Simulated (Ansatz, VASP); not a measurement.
**AlP in VASP and in Ansatz**

```
CELL_PARAMETERS angstrom
0.00000 2.70786 2.70786
2.70786 0.00000 2.70786
2.70786 2.70786 0.00000
ATOMIC_POSITIONS crystal
Al 0.00000 0.00000 0.00000
P 0.75000 0.75000 0.75000
```

Alike in both runs: task single point; functional PBE; dispersion D3(BJ); k mesh 8 × 8 × 8; occupations gaussian, width 0.05 eV; no spin polarisation.

```csv
,VASP,Ansatz
version,VASP 6.6.1,Ansatz 0.2.0
potentials or method,"VASP PAW PBE potentials, release 64 (Al, P), cutoff 500 eV","scalar-relativistic, plane waves, PAW"
valence electrons in the cell,8,8
```

```tsv
	VASP	Ansatz	Ansatz less VASP
gap on the k mesh at the Fermi level (eV)	1.53	1.53	+0.002
least direct gap on the mesh (eV)	3.52	3.52	+0.001
pressure (GPa)	1.8	1.9	+0.11
```
